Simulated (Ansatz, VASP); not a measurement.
GaP in VASP and in Ansatz

Contents of POSCAR:

```
GaP
1.0
    0.0000000000      2.7253992874      2.6436373088
    2.7253992874      0.0000000000      2.6436373088
    2.7253992874      2.7253992874      0.0000000000
Ga P
1 1
Direct
    0.0000000000      0.0000000000      0.0000000000
    0.2500000000      0.2500000000      0.2500000000
```

File INCAR.step1:

```
SYSTEM = GaP
PREC     = Accurate       ! precision mode
ENCUT    = 520            ! plane-wave cutoff, eV
ISMEAR   = 0              ! smearing method
SIGMA    = 0.01           ! smearing width, eV
LREAL    = .False.        ! projectors in reciprocal space
LASPH    = .True.         ! aspherical terms in the spheres
NELM     = 80             ! most SCF steps
NBANDS   = 16             ! bands
GGA      = PE             ! functional
ALGO     = Normal         ! electronic algorithm
EDIFF    = 1E-4           ! SCF threshold, eV
LWAVE    = .True.         ! write WAVECAR
LCHARG   = .False.        ! write CHGCAR
```

File INCAR.step2:

```
SYSTEM = GaP
PREC     = Accurate       ! precision mode
ENCUT    = 520            ! plane-wave cutoff, eV
EDIFF    = 1E-7           ! SCF threshold, eV
ISMEAR   = 0              ! smearing method
SIGMA    = 0.01           ! smearing width, eV
LREAL    = .False.        ! projectors in reciprocal space
LASPH    = .True.         ! aspherical terms in the spheres
NELM     = 80             ! most SCF steps
ALGO     = Normal         ! electronic algorithm
ISIF     = 2              ! what is computed and relaxed
LWAVE    = .False.        ! write WAVECAR
LCHARG   = .True.         ! write CHGCAR
METAGGA  = R2SCAN         ! meta-GGA
LMIXTAU  = .True.       
LELF     = .True.         ! ELF
LVHAR    = .True.       
NBANDS   = 16             ! bands
ISTART   = 1
```

Contents of KPOINTS:

```
Automatic mesh
0
Gamma
  8 8 8
  0 0 0
```

Input for Ansatz:

```yaml
crystal:
  lattice:
    - [0.0, 2.7253992874, 2.6436373088]
    - [2.7253992874, 0.0, 2.6436373088]
    - [2.7253992874, 2.7253992874, 0.0]
  atoms:
    - { symbol: Ga, position: [0.0, 0.0, 0.0] }
    - { symbol: P, position: [0.25, 0.25, 0.25] }
kpoints:
  mp_grid: { grid: [8, 8, 8] }
  band_path:
    path:
      - [0.0, 0.0, 0.0]
      - [-0.5, -0.5, 0.0]
      - [-0.375, -0.375, 0.25]
      - [-0.375, 0.0, 0.375]
      - [0.0, 0.0, 0.5]
      - [-0.5, -0.25, 0.25]
      - [0.421875, 0.421875, 0.0]
    npoints: 1
hamiltonian:
  xc: r2scan
scf:
  occupations: { method: fixed }
  n_extra_bands: 4
output:
  forces: true
  stress: true
  eigenvalues: true
  write_density: true
  write_potential: true
  elf: true
  volumetric_format: npy
```

Change from the starting cell: uniaxial_z strain -3.0%.

Alike in both runs: task single point; functional r2SCAN; k mesh 8 × 8 × 8; no spin polarisation.

```csv
,VASP,Ansatz
version,VASP 6.6.1,Ansatz 0.2.0
potentials or method,"VASP PAW PBE potentials, release 64 (Ga_d, P)","plane waves, PAW"
plane-wave cutoff (eV),520,500
occupations,"gaussian, width 0.01 eV",fixed
valence electrons in the cell,18,18
```

|  | VASP | Ansatz | Ansatz less VASP |
| --- | --- | --- | --- |
| gap on the k mesh at the Fermi level (eV) | 1.54 | 1.53 | -0.007 |
| pressure (GPa) | 2.8 | 2.9 | +0.06 |
| traceless stress, the component that is largest in VASP (GPa) | 1.58 | 1.58 | -0.001 |

VASP's potentials were made for PBE, not for r2SCAN.
